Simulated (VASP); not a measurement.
Input of a VASP 6.6.1 run:

The input INCAR:

```
PREC = Accurate
ENCUT = 520
EDIFF = 1E-6
ISMEAR = 0
SIGMA = 0.01
LREAL = F
LASPH = T
NELM = 80
ALGO = Normal
ISIF = 2
LWAVE = F
LCHARG = F
GGA = PE
NBANDS = 16
```

The input KPOINTS:

```
Automatic mesh
0
Gamma
  10 10 6
```

The input POSCAR:

```
AlN
1.0
    3.1297569663      0.0000000289      0.0000000000
   -1.5648785082      2.7104490260      0.0000000000
    0.0000000000      0.0000000000      5.0174032534
Al N
2 2
Direct
    0.6666666667      0.3333333333      0.4992353735
    0.3333333333      0.6666666667      0.9992353735
    0.6666666667      0.3333333333      0.8807646265
    0.3333333333      0.6666666667      0.3807646265
```

Potentials or basis: VASP PAW PBE potentials, release 64 (Al, N).

Command:

```bash
$ cat potpaw_PBE.64/Al/POTCAR potpaw_PBE.64/N/POTCAR > POTCAR
$ mpirun -np 1 vasp_std > vasp.out
```

(1) Predict the band gap on the k mesh.

(2) Estimate the pressure.

## Answers

(1) 4.05 eV, direct.

(2) -0.2 GPa.
